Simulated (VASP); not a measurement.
Crystal: TiO2.

```xyz
6
Lattice="-1.8794 1.8794 4.7254 1.8794 -1.8794 4.7254 1.8794 1.8794 -4.7254" Properties=species:S:1:pos:R:3 pbc="T T T"
Ti    0.0000    1.8794    2.3627
Ti    0.0000    0.0000    0.0000
O     0.0000    0.0000    7.4840
O     0.0000    1.8794    0.3960
O     0.0000    1.8794    4.3294
O     0.0000    0.0000    1.9667
```

Base run:

| Quantity | Value |
| --- | --- |
| Program | VASP 6.6.1 |
| Functional | RPBE |
| Potentials or basis | VASP PAW PBE potentials, release 64 (Ti_sv, O) |
| Cutoff | 520 eV |
| k mesh | 10 × 10 × 10 |
| Occupations | fermi-dirac, width 0.05 eV |
| Spin | no spin polarisation |

Its results: band gap on the k mesh 2.20 eV (least direct gap 2.53 eV); pressure 15.4 GPa; largest force 0.317 eV/Å.

Problem. The run is repeated on the same cell with these changes: functional from RPBE to PBE exchange alone. What comes out?

Solution. Band gap on the k mesh 2.21 eV (least direct gap 2.53 eV); pressure 28.8 GPa; largest force 0.603 eV/Å.

Caveats: the cell stands under pressure; the PAW data sets were made with another functional, which shifts forces and pressure a little (at least some runs).

A k mesh can miss the band edges.
